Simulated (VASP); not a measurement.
# Mg (P6_3/mmc) in VASP: a series of runs

The runs below take Mg through single point, with PBE.

Program: VASP 6.6.1. These are calculated values, not measurements. Logs are shortened: lines on timing, memory, paths and dates and some standing lists are left out, and cuts for length are marked.

**1. The cell of the first run**

It takes space group P6_3/mmc (No. 194, hexagonal). The conventional cell has a = 3.195 Å, b = 3.195 Å, c = 5.188 Å, α = 90.00°, β = 90.00°, γ = 120.00°. Mg (site symmetry -6m2) has 12 Mg at 3.18 to 3.20 Å within 4.2 Å.

**2. Single point, PBE**

The input, INCAR:

```
SYSTEM = Mg
PREC = Accurate ; ENCUT = 520
EDIFF = 1E-6 ; ISMEAR = -1
SIGMA = 0.3 ; LREAL = .False.
LASPH = .True. ; NELM = 80
ALGO = Normal ; ISIF = 2
LWAVE = .False. ; LCHARG = .True.
GGA = PE ; LELF = .True.
LVHAR = .True. ; NBANDS = 9
```

The input, KPOINTS:

```
regular mesh
0
Gamma
  11 11 6
  0 0 0
```

The input, POSCAR:

```
Mg
1.0
    3.1953117277      0.0000000000      0.0000000000
   -1.5976558638      2.7672211292      0.0000000000
    0.0000000000      0.0000000000      5.1879445283
Mg
2
Direct
    0.3333333333      0.6666666667      0.2500000000
    0.6666666667      0.3333333333      0.7500000000
```

Potentials or basis: VASP PAW PBE potentials, release 64 (Mg).

Started as:

```
cat potpaw_PBE.64/Mg/POTCAR > POTCAR
mpirun -np 1 vasp_std > vasp.out
```

OUTCAR:

```text
SYSTEM = Mg
   PREC = Accurate
   ENCUT = 520
   EDIFF = 1E-6
   ISMEAR = -1
   LREAL = .False.
   LASPH = .True.
   NELM = 80
   ISIF = 2
   GGA = PE

 ion  position               nearest neighbor table
   1  0.333  0.667  0.250-   2 3.18   2 3.18   2 3.18   2 3.18   2 3.18   2 3.18
   2  0.667  0.333  0.750-   1 3.18   1 3.18   1 3.18   1 3.18   1 3.18   1 3.18

  LATTYP: Found a hexagonal cell.
 ALAT       =     3.1953117277
 C/A-ratio  =     1.6236113939

  Lattice vectors:

 A1 = (   3.1953117277,   0.0000000000,   0.0000000000)
 A2 = (  -1.5976558638,   2.7672211292,   0.0000000000)
 A3 = (   0.0000000000,   0.0000000000,   5.1879445283)

Analysis of symmetry for initial positions (statically):
=====================================================================
 Subroutine PRICEL returns:
 Original cell was already a primitive cell.

 Routine SETGRP: Setting up the symmetry group for a
 hexagonal supercell.

 Subroutine GETGRP returns: Found 24 space group operations
 (whereof 12 operations were pure point group operations)
 out of a pool of 24 trial point group operations.

The static configuration has the point symmetry D_3d.
 The point group associated with its full space group is D_6h.

Analysis of symmetry for dynamics (positions and initial velocities):
=====================================================================
 Subroutine PRICEL returns:
 Original cell was already a primitive cell.

 Routine SETGRP: Setting up the symmetry group for a
 hexagonal supercell.

 Subroutine GETGRP returns: Found 24 space group operations
 (whereof 12 operations were pure point group operations)
 out of a pool of 24 trial point group operations.

The dynamic configuration has the point symmetry D_3d.
 The point group associated with its full space group is D_6h.

 Subroutine INISYM returns: Found 24 space group operations
 (whereof 12 operations are pure point group operations),
 and found     1 'primitive' translations

----------------------------------------------------------------------------------------

                                     Primitive cell

  volume of cell :      45.8725

  direct lattice vectors                    reciprocal lattice vectors
     3.195311728  0.000000000  0.000000000     0.312958511  0.180686680  0.000000000
    -1.597655864  2.767221129  0.000000000     0.000000000  0.361373361  0.000000000
     0.000000000  0.000000000  5.187944528     0.000000000  0.000000000  0.192754567

  length of vectors
     3.195311728  3.195311728  5.187944528     0.361373361  0.361373361  0.192754567

  position of ions in fractional coordinates (direct lattice)
     0.333333333  0.666666667  0.250000000
     0.666666667  0.333333333  0.750000000

  ion indices of the primitive-cell ions
   primitive index   ion index
                 1           1
                 2           2

----------------------------------------------------------------------------------------

 KPOINTS: regular mesh

Automatic generation of k-mesh.
 Grid dimensions read from file:
 generate k-points for:   11   11    6

 Generating k-lattice:

  Cartesian coordinates                     Fractional coordinates (reciprocal lattice)
     0.028450774  0.016426062  0.000000000     0.090909091  0.000000000  0.000000000
     0.000000000  0.032852124  0.000000000     0.000000000  0.090909091  0.000000000
     0.000000000  0.000000000  0.032125761     0.000000000  0.000000000  0.166666667

  Length of vectors
     0.032852124  0.032852124  0.032125761

  Shift w.r.t. Gamma in fractional coordinates (k-lattice)
     0.000000000  0.000000000  0.000000000

 Subroutine IBZKPT returns following result:
 ===========================================

 Found     64 irreducible k-points:

 Following reciprocal coordinates:
            Coordinates               Weight
  0.000000  0.000000  0.000000      1.000000
  0.090909  0.000000  0.000000      6.000000
  0.181818  0.000000  0.000000      6.000000
  0.272727  0.000000  0.000000      6.000000
  0.363636  0.000000  0.000000      6.000000
  0.454545  0.000000  0.000000      6.000000
[... 16 lines left out ...]
  0.090909  0.090909  0.166667     12.000000
  0.181818  0.090909  0.166667     24.000000
 [... further k-points ...]
   k-points           NKPTS =     64   k-points in BZ     NKDIM =     64   number of bands    NBANDS=      9
   number of dos      NEDOS =    301   number of ions     NIONS =      2
   total plane-waves  NPLWV =  23040
   dimension x,y,z NGX =    24 NGY =   24 NGZ =   40
   dimension x,y,z NGXF=    48 NGYF=   48 NGZF=   80
   ions per type =               2
   NGX,Y,Z   is equivalent  to a cutoff of  12.49, 12.49, 12.82 a.u.
   NGXF,Y,Z  is equivalent  to a cutoff of  24.97, 24.97, 25.64 a.u.
 SYSTEM =  Mg
   PREC   = accura    normal or accurate (medium, high low for compatibility)
   ISTART =      0    job   : 0-new  1-cont  2-samecut
   ICHARG =      2    charge: 1-file 2-atom 10-const
   ISPIN  =      1    spin polarized calculation?
   LNONCOLLINEAR =      F non collinear calculations
   LSORBIT =      F    spin-orbit coupling
   LASPH  =      T    aspherical Exc in radial PAW
   ENCUT  =  520.0 eV  38.22 Ry    6.18 a.u.   5.94  5.94  9.65*2*pi/ulx,y,z
   NELM   =     80;   NELMIN=  2; NELMDL= -5     # of ELM steps
   EDIFF  = 0.1E-05   stopping-criterion for ELM
   LREAL  =      F    real-space projection
   EDIFFG = 0.1E-04   stopping-criterion for IOM
   NSW    =      0    number of steps for IOM
   IBRION =     -1    ionic relax: 0-MD 1-quasi-New 2-CG
   NFREE  =      0    steps in history (QN), initial steepest desc. (CG)
   ISIF   =      2    stress and relaxation
   ISYM   =      2    0-nonsym 1-usesym 2-fastsym
   POTIM  = 0.5000    time-step for ionic-motion
   TEBEG  =    0.0;   TEEND  =   0.0 temperature during run
   PSTRESS=    0.0 pullay stress
   NELECT =       4.0000    total number of electrons
   NUPDOWN=      -1.0000    fix difference up-down
   EMIN   =  10.00;   EMAX   =-10.00  energy-range for DOS
   EFERMI =   0.00;   METHOD = LEGACY
   ISMEAR =    -1;   SIGMA  =   0.30  broadening in eV -4-tet -1-fermi 0-gaus
   EFERMI_NEDOS =   21; number of points for ismear=-14 and -15
   IALGO  =     38    algorithm
   IMIX   =      4    mixing-type and parameters
     AMIX     =   0.40;   BMIX     =  1.00
     AMIX_MAG =   1.60;   BMIX_MAG =  1.00
  volume/ion in A,a.u.               =      22.94       154.78
  Fermi-wavevector in a.u.,A,eV,Ry     =   0.725957  1.371859  7.170448  0.527013
  Thomas-Fermi vector in A             =   1.816809
   LORBIT       =      0    0 simple, 1 ext, 2 COOP (PROOUT), +10 PAW based schemes
   GGA     = PE    functional components
   LHFCALC =     F    Hartree Fock is set to
   AEXX    =    0.0000 exact exchange contribution
   IVDW    =     0    specifies the selected vdW correction
   LEPSILON=     F    determine dielectric tensor
   LRPA    =     F    only Hartree local field effects (RPA)
 non-spin polarized calculation
  energy-cutoff  :      520.00
  volume of cell :       45.87
 maximum number of plane-waves:      1252
 NGX is ok and might be reduce to    24
   NGX = 11   NGY = 11   NGZ = 19

 number of electron       4.0000000 magnetization

 Free energy of the ion-electron system (eV)
  ---------------------------------------------------
  ext. energy  EPLUGINS =         0.00000000
  ---------------------------------------------------
  free energy    TOTEN  =        -3.13955933 eV

  energy without entropy =       -2.89406008  energy(sigma->0) =       -3.01680970

 E-fermi :   2.6314     XC(G=0):  -8.4937

 val. band max:        2.5077287081   @ k =   0.3636   0.2727   0.5000
 cond. band min:       2.7407004602   @ k =   0.1818   0.1818   0.0000
 fundamental gap:      0.2329717521
 Fermi energy:         2.6313502982

 k-point     1 :       0.0000    0.0000    0.0000
  band No.  band energies     occupation
      1      -4.2974      2.00000
      2       0.9529      1.99259
      3       1.3959      1.96797
      4      13.5833      0.00000
      5      13.5833      0.00000
      6      13.6984      0.00000
      7      13.6984      0.00000
      8      14.4740      0.00000
      9      16.0699      0.00000

 k-point     2 :       0.0909    0.0000    0.0000
  band No.  band energies     occupation
      1      -4.1346      2.00000
      2       1.1017      1.98787
      3       1.5541      1.94633
      4      11.0730      0.00000
      5      12.2786      0.00000
      6      13.0830      0.00000
      7      15.2181      0.00000
      8      15.3644      0.00000
      9      15.7663      0.00000

 k-point     3 :       0.1818    0.0000    0.0000
  band No.  band energies     occupation
      1      -3.6480      2.00000
      2       1.5482      1.94735
      3       2.0210      1.76875
      4       8.3393      0.00000
      5      11.1872      0.00000
      6      11.7371      0.00000
      7      13.0663      0.00000
      8      14.1131      0.00000
      9      15.7618      0.00000

 k-point     4 :       0.2727    0.0000    0.0000
  band No.  band energies     occupation
      1      -2.8425      2.00000
      2       2.2933      1.51055
      3       2.7561      0.79506
      4       5.8584      0.00004
      5      10.2714      0.00000
      6      10.3699      0.00000
      7      10.5476      0.00000
      8      12.4789      0.00000
      9      14.8390      0.00000
[... 205 lines left out ...]
 k-point    22 :       0.4545    0.0000    0.1667
  band No.  band energies     occupation
      1      -0.1638      1.99982
      2       1.5035      1.95447
      3       3.4433      0.12519
      4       5.0498      0.00063
      5       6.9099      0.00000
      6       8.3874      0.00000
      7       9.6851      0.00000
      8      11.1978      0.00000
      9      12.8090      0.00000

 k-point    23 :       0.0909    0.0909    0.1667
  band No.  band energies     occupation
      1      -3.6550      2.00000
      2      -0.0146      1.99970
      3       3.5458      0.09058
      4       9.7598      0.00000
      5      10.0709      0.00000
      6      12.9511      0.00000
      7      13.2230      0.00000
      8      13.7370      0.00000
      9      15.1302      0.00000

 k-point    24 :       0.1818    0.0909    0.1667
  band No.  band energies     occupation
      1      -3.0100      2.00000
      2       0.6029      1.99769
      3       4.1161      0.01408
      4       7.2980      0.00000
      5       8.8671      0.00000
      6      10.7154      0.00000
      7      12.2061      0.00000
      8      13.5560      0.00000
      9      14.0600      0.00000

 [... further k-points ...]
[... 5 lines left out ...]
  --------------------------------------------------------------------------------------
  -------------------------------------------------------------------------------------
  Total        0.0630451      0.0630451      0.0519985      0.0000000      0.0000000      0.0000000
  in kB        2.2019591      2.2019591      1.8161380      0.0000000      0.0000000      0.0000000
  external PRESSURE =       2.0733521 kB  Pullay stress =       0.0000000 kB

 VOLUME and BASIS-vectors are now :
 -----------------------------------------------------------------------------
  energy-cutoff  :      520.00
  volume of cell :       45.87
      direct lattice vectors                 reciprocal lattice vectors
     3.195311728  0.000000000  0.000000000     0.312958511  0.180686680  0.000000000
    -1.597655864  2.767221129  0.000000000     0.000000000  0.361373361  0.000000000
     0.000000000  0.000000000  5.187944528     0.000000000  0.000000000  0.192754567

 POSITION                                       TOTAL-FORCE (eV/Angst)
 -----------------------------------------------------------------------------------
     -0.00000      1.84481      1.29699         0.000000      0.000000      0.000000
      1.59766      0.92241      3.89096        -0.000000      0.000000      0.000000
 -----------------------------------------------------------------------------------
    total drift:                                0.000000     -0.000000      0.000000

  FREE ENERGIE OF THE ION-ELECTRON SYSTEM (eV)
  ---------------------------------------------------
  free  energy   TOTEN  =        -3.1395593252 eV

  energy  without entropy=       -2.8940600764  energy(sigma->0) =       -3.01680970
```

Wall time 11 s (1 thread of Intel Xeon 6975P-C, shared host); peak memory 0.17 GiB.

What came out:

| Property | Result |
| --- | --- |
| Free energy | -3.1396 eV |
| Pressure | 0.2 GPa |
| Band gap on the k mesh | zero (band 2 reaches 3.51 eV, above the bottom of band 3 at 1.40 eV) |

Levels at points of the mesh, in eV from the Fermi level:
```
           k point  band 1  band 2  band 3  band 4  band 5
(0.00, 0.00, 0.00)   -6.93   -1.68   -1.24   10.95   10.95
(0.00, 0.00, 0.50)   -5.54   -5.54    5.04    5.04   11.70
```

**3. Single point, PBE**

The input, INCAR:

```
SYSTEM = Mg
ALGO = Normal
EDIFF = 1E-6
ENCUT = 520
GGA = PE
ISIF = 2
ISMEAR = -1
LASPH = .True.
LCHARG = .False.
LREAL = .False.
LWAVE = .False.
NBANDS = 9
NELM = 60
PREC = Accurate
SIGMA = 0.6
```

The input, KPOINTS:

```
k-points
0
Gamma
  11 11 6
  0 0 0
```

POSCAR is that of step 2.

Potentials or basis: VASP PAW PBE potentials, release 64 (Mg).

Started as:

```
cat potpaw_PBE.64/Mg/POTCAR > POTCAR
mpirun -np 1 vasp_std > vasp.out
```

Run time: 36 s. Hardware: 1 thread of AMD EPYC 7R13, shared host; peak memory 0.14 GiB.

The run converged. Its results:

```yaml
Free_energy: -3.5188 eV
Pressure: 1.1 GPa
Band_gap_on_the_k_mesh: zero (band 2 reaches 3.51 eV, above the bottom of band 3 at 1.40 eV)
```

Levels at points of the mesh, in eV from the Fermi level:
| k point | band 1 | band 2 | band 3 | band 4 | band 5 | band 6 | band 7 |
| --- | --- | --- | --- | --- | --- | --- | --- |
| (0.00, 0.00, 0.00) | -6.89 | -1.64 | -1.20 | 10.99 | 10.99 | 11.10 | 11.10 |
| (0.00, 0.00, 0.50) | -5.50 | -5.50 | 5.08 | 5.08 | 11.73 | 11.73 | 11.73 |

**4. Single point, PBE**

The input, INCAR:

```
SYSTEM = Mg
PREC = Accurate
ENCUT = 520
EDIFF = 1E-6
ISMEAR = -1
SIGMA = 1.0
LREAL = .False.
LASPH = .True.
NELM = 100
ALGO = Normal
ISIF = 2
LWAVE = .False.
LCHARG = .False.
GGA = PE
NBANDS = 9
```

The input, KPOINTS:

```
Automatic mesh
0
Gamma
  11 11 6
  0 0 0
```

POSCAR is that of step 3.

Started as:

```
cat potpaw_PBE.64/Mg/POTCAR > POTCAR
mpirun -np 1 vasp_std > vasp.out
```

Run time: 34 s. Hardware: 1 thread of AMD EPYC 7R13, shared host; peak memory 0.14 GiB.

The run converged. Its results:

* Free energy: -4.4232 eV
* Pressure: 3.1 GPa
* Band gap on the k mesh: zero (band 2 reaches 3.51 eV, above the bottom of band 3 at 1.40 eV)

Stress tensor (GPa, compression positive):
```
3.00 0.00 0.00
0.00 3.00 0.00
0.00 0.00 3.18
```

Levels at points of the mesh, in eV from the Fermi level:
| k point | band 1 | band 2 | band 3 | band 4 | band 5 | band 6 | band 7 |
| --- | --- | --- | --- | --- | --- | --- | --- |
| (0.00, 0.00, 0.00) | -6.81 | -1.56 | -1.12 | 11.07 | 11.07 | 11.18 | 11.18 |
| (0.00, 0.00, 0.50) | -5.42 | -5.42 | 5.16 | 5.16 | 11.81 | 11.81 | 11.81 |

**5. Summary**

| smearing | gap on the mesh (eV) | pressure (GPa) |
| --- | --- | --- |
| fermi-dirac 0.3 eV | none | 0.2 |
| fermi-dirac 0.6 eV | none | 1.1 |
| fermi-dirac 1 eV | none | 3.1 |

Alike in all rows: task single point; level PBE; potentials or basis VASP PAW PBE potentials, release 64 (Mg); no spin polarisation; cell as given; k mesh 11 × 11 × 6; cutoff (eV) 520.

Every run on the cell as given and a fine mesh finds a metal.

Total energies depend on the potentials used, so only differences within one code and one set of settings carry meaning.
